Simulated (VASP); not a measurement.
# Re (R-3m) in VASP: single point with PBE

Aim: the single point of Re with PBE.

Everything below comes from runs of VASP 6.6.1. Logs are shortened: lines on timing, memory, paths and dates and some standing lists are left out, and cuts for length are marked.

## 1. The cell of the first run

Symmetry: R-3m, No. 166, trigonal system. Conventional cell: a = 2.768 Å, b = 2.768 Å, c = 20.096 Å, α = 90.00°, β = 90.00°, γ = 120.00°. Within 3.6 Å of Re (site symmetry -3m) lie 12 Re at 2.75 to 2.77 Å. Within 3.6 Å of Re (site symmetry 3m) lie 12 Re at 2.74 to 2.77 Å.

## 2. Single point, PBE

The input, INCAR:

```
SYSTEM = Re
PREC = Accurate
ENCUT = 520
EDIFF = 1E-6
ISMEAR = -1
SIGMA = 0.1
LREAL = .False.
LASPH = .True.
NELM = 80
ALGO = Normal
ISIF = 2
LWAVE = .False.
LCHARG = .False.
GGA = PE
NBANDS = 18
```

The input, KPOINTS:

```
Automatic mesh
0
Gamma
  9 9 9
  0 0 0
```

The input, POSCAR:

```
Re
1.0
    6.8865820000      0.0000000000      0.0000000000
    6.3303574318      2.7113809081      0.0000000000
    6.3303574318      1.2986372806      2.3801528611
Re
3
Direct
    0.0000000000      0.0000000000      0.0000000000
    0.2221740000      0.2221740000      0.2221740000
    0.7778260000      0.7778260000      0.7778260000
```

Potentials or basis: VASP PAW PBE potentials, release 64 (Re).

Launch:

```sh
> cat potpaw_PBE.64/Re/POTCAR > POTCAR
> mpirun -np 1 vasp_std > vasp.out
```

OUTCAR:

```text
SYSTEM = Re
   PREC = Accurate
   ENCUT = 520
   EDIFF = 1E-6
   ISMEAR = -1
   LREAL = .False.
   LASPH = .True.
   NELM = 80
   ISIF = 2
   GGA = PE

 ion  position               nearest neighbor table
   1  0.000  0.000  0.000-   3 2.75   2 2.75   2 2.75   3 2.75   2 2.75   3 2.75
   2  0.222  0.222  0.222-   3 2.74   3 2.74   3 2.74   1 2.75   1 2.75   1 2.75
   3  0.778  0.778  0.778-   2 2.74   2 2.74   2 2.74   1 2.75   1 2.75   1 2.75

  LATTYP: Found a trigonal (rhomboedric) cell.
 ALAT       =     6.8865820000
 COS(alpha) =     0.9192306767

  Lattice vectors:

 A1 = (   6.8865820000,   0.0000000000,   0.0000000000)
 A2 = (   6.3303574318,   2.7113809081,   0.0000000000)
 A3 = (   6.3303574318,   1.2986372806,   2.3801528611)

Analysis of symmetry for initial positions (statically):
=====================================================================
 Subroutine PRICEL returns:
 Original cell was already a primitive cell.

 Routine SETGRP: Setting up the symmetry group for a
 trigonal (rhombohedral) supercell.

 Subroutine GETGRP returns: Found 12 space group operations
 (whereof 12 operations were pure point group operations)
 out of a pool of 12 trial point group operations.

The static configuration has the point symmetry D_3d.

Analysis of symmetry for dynamics (positions and initial velocities):
=====================================================================
 Subroutine PRICEL returns:
 Original cell was already a primitive cell.

 Routine SETGRP: Setting up the symmetry group for a
 trigonal (rhombohedral) supercell.

 Subroutine GETGRP returns: Found 12 space group operations
 (whereof 12 operations were pure point group operations)
 out of a pool of 12 trial point group operations.

The dynamic configuration has the point symmetry D_3d.

 Subroutine INISYM returns: Found 12 space group operations
 (whereof 12 operations are pure point group operations),
 and found     1 'primitive' translations

----------------------------------------------------------------------------------------

                                     Primitive cell

  volume of cell :      44.4426

  direct lattice vectors                    reciprocal lattice vectors
     6.886582000  0.000000000  0.000000000     0.145209917 -0.339026757 -0.201229887
     6.330357432  2.711380908  0.000000000     0.000000000  0.368815756 -0.201229887
     6.330357432  1.298637281  2.380152861     0.000000000  0.000000000  0.420141083

  length of vectors
     6.886582000  6.886582000  6.886582000     0.420141083  0.420141083  0.420141083
[... 84 lines left out ...]
   LREAL  =      F    real-space projection
   EDIFFG = 0.1E-04   stopping-criterion for IOM
   NSW    =      0    number of steps for IOM
   IBRION =     -1    ionic relax: 0-MD 1-quasi-New 2-CG
   NFREE  =      0    steps in history (QN), initial steepest desc. (CG)
   ISIF   =      2    stress and relaxation
   ISYM   =      2    0-nonsym 1-usesym 2-fastsym
   POTIM  = 0.5000    time-step for ionic-motion
   TEBEG  =    0.0;   TEEND  =   0.0 temperature during run
   PSTRESS=    0.0 pullay stress
   NELECT =      21.0000    total number of electrons
   NUPDOWN=      -1.0000    fix difference up-down
   EMIN   =  10.00;   EMAX   =-10.00  energy-range for DOS
   EFERMI =   0.00;   METHOD = LEGACY
   ISMEAR =    -1;   SIGMA  =   0.10  broadening in eV -4-tet -1-fermi 0-gaus
   EFERMI_NEDOS =   21; number of points for ismear=-14 and -15
   IALGO  =     38    algorithm
   IMIX   =      4    mixing-type and parameters
     AMIX     =   0.40;   BMIX     =  1.00
     AMIX_MAG =   1.60;   BMIX_MAG =  1.00
  volume/ion in A,a.u.               =      14.81        99.97
  Fermi-wavevector in a.u.,A,eV,Ry     =   1.275112  2.409612 22.121846  1.625910
  Thomas-Fermi vector in A             =   2.407842
   LORBIT       =      0    0 simple, 1 ext, 2 COOP (PROOUT), +10 PAW based schemes
   GGA     = PE    functional components
   LHFCALC =     F    Hartree Fock is set to
   AEXX    =    0.0000 exact exchange contribution
   IVDW    =     0    specifies the selected vdW correction
   LEPSILON=     F    determine dielectric tensor
   LRPA    =     F    only Hartree local field effects (RPA)
 non-spin polarized calculation
  energy-cutoff  :      520.00
  volume of cell :       44.44
 maximum number of plane-waves:      1209
 NGX is ok and might be reduce to    54
   NGX = 25   NGY = 25   NGZ = 25

 number of electron      21.0000001 magnetization

 Free energy of the ion-electron system (eV)
  ---------------------------------------------------
  ext. energy  EPLUGINS =         0.00000000
  ---------------------------------------------------
  free energy    TOTEN  =       -37.28214577 eV

  energy without entropy =      -37.19942744  energy(sigma->0) =      -37.24078660

 E-fermi :   7.8972     XC(G=0): -13.6934

 val. band max:        7.8964750822   @ k =  -0.3333   0.3333   0.3333
 cond. band min:       7.9110240678   @ k =  -0.4444   0.3333   0.2222
 fundamental gap:      0.0145489857
 Fermi energy:         7.8972185066

 k-point     1 :       0.0000    0.0000    0.0000
  band No.  band energies     occupation
      1      -2.0173      2.00000
      2       1.0507      2.00000
      3       1.0960      2.00000
      4       5.9556      2.00000
      5       5.9556      2.00000
      6       6.0794      2.00000
[... 481 lines left out ...]
      5       4.3761      2.00000
      6       4.8917      2.00000
[... 10 lines left out ...]
     17      12.5664      0.00000
     18      15.3607      0.00000

 [... further k-points ...]

------------------------ aborting loop because EDIFF is reached ----------------------------------------

  FORCE on cell =-STRESS in cart. coord.  units (eV):
  Direction    XX          YY          ZZ          XY          YZ          ZX
  --------------------------------------------------------------------------------------
  -------------------------------------------------------------------------------------
  Total        0.6972936      1.0448459      1.0547356     -0.0744308     -0.0090630     -0.0441785
  in kB       25.1377918     37.6672319     38.0237611     -2.6832675     -0.3267248     -1.5926578
  external PRESSURE =      33.6095949 kB  Pullay stress =       0.0000000 kB

 VOLUME and BASIS-vectors are now :
 -----------------------------------------------------------------------------
  energy-cutoff  :      520.00
  volume of cell :       44.44
      direct lattice vectors                 reciprocal lattice vectors
     6.886582000  0.000000000  0.000000000     0.145209917 -0.339026757 -0.201229887
     6.330357432  2.711380908  0.000000000     0.000000000  0.368815756 -0.201229887
     6.330357432  1.298637281  2.380152861     0.000000000  0.000000000  0.420141083

 POSITION                                       TOTAL-FORCE (eV/Angst)
 -----------------------------------------------------------------------------------
      0.00000      0.00000      0.00000         0.000000      0.000000      0.000000
      4.34290      0.89092      0.52881         0.002763      0.000567      0.000336
     15.20440      3.11910      1.85134        -0.002763     -0.000567     -0.000336
 -----------------------------------------------------------------------------------
    total drift:                                0.000000      0.000000      0.000000

  FREE ENERGIE OF THE ION-ELECTRON SYSTEM (eV)
  ---------------------------------------------------
  free  energy   TOTEN  =       -37.2821457729 eV

  energy  without entropy=      -37.1994274369  energy(sigma->0) =      -37.24078660
```

stdout:

```text
POSCAR found type information on POSCAR Re
 POSCAR found :  1 types and       3 ions
 scaLAPACK will be used
 LDA part: xc-table for (Slater+PW92), standard interpolation
 POSCAR, INCAR and KPOINTS ok, starting setup
 FFT: planning ... GRIDC
 FFT: planning ... GRID_SOFT
 FFT: planning ... GRID
 WAVECAR not read
 entering main loop
```

Wall time 12 min (1 thread of Intel Xeon 8259CL, shared host); peak memory 0.41 GiB.

Results:

| Item | Value |
| --- | --- |
| Free energy | -37.2821 eV |
| Pressure | 3.4 GPa |
| Band gap on the k mesh | zero (an odd number of electrons rules out a gap without spin polarisation) |

Forces in eV/Å, atoms in the order of the input:
```
Re   0.000  0.000  0.000
Re   0.003  0.001  0.000
Re  -0.003 -0.001  0.000
```

Levels at points of the mesh, in eV from the Fermi level:
| k point | band 7 | band 8 | band 9 | band 10 | band 11 | band 12 | band 13 | band 14 |
| --- | --- | --- | --- | --- | --- | --- | --- | --- |
| (0.00, 0.00, 0.00) | -1.78 | -1.62 | -1.55 | -1.55 | -1.16 | -1.16 | 0.55 | 0.55 |

Caveat: the cell stands under pressure; spin-orbit coupling is left out, which moves the levels of the heavy elements.
